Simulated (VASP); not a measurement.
Runs of VASP 6.6.1 on NaH. It takes space group Fm-3m (No. 225, cubic). The conventional cell has a = 4.795 Å, b = 4.795 Å, c = 4.795 Å, α = 90.00°, β = 90.00°, γ = 90.00°. Na (site symmetry m-3m) has 6 H at 2.40 Å within 3.2 Å. Within 3.2 Å of H (site symmetry m-3m) lie 6 Na at 2.40 Å. 

| level | potentials or basis | k mesh | grid for exact exchange (PRECFOCK) | screening parameter | gap on the mesh (eV) | pressure (GPa) |
| --- | --- | --- | --- | --- | --- | --- |
| PBE | VASP PAW PBE potentials, release 64 (Na_pv, H) | 8 × 8 × 8 | - | - | 3.80 | 0.5 |
| PBE | VASP PAW PBE potentials, release 64 (Na_pv, H) | 4 × 4 × 4 | - | - | 3.80 | 0.5 |
| LDA | VASP PAW LDA potentials, release 64 (Na_pv, H) | 4 × 4 × 4 | - | - | (b) | (a) |
| r2SCAN | VASP PAW PBE potentials, release 64 (Na_pv, H) | 4 × 4 × 4 | - | - | 4.41 | -0.3 |
| HSE06 | VASP PAW PBE potentials, release 64 (Na_pv, H) | 4 × 4 × 4 | Normal | 0.2079 1/Å | 4.85 | 0.2 |

Alike in all rows: task single point; no spin polarisation; cell as given; cutoff (eV) 520; smearing gaussian 0.01 eV.

Q: Estimate the missing entries.

A: (a) -1.7; (b) 3.44.

Caveats: some runs use coarse meshes; the PAW data sets were made with another functional, which shifts forces and pressure a little (some runs).

A k mesh can miss the band edges.
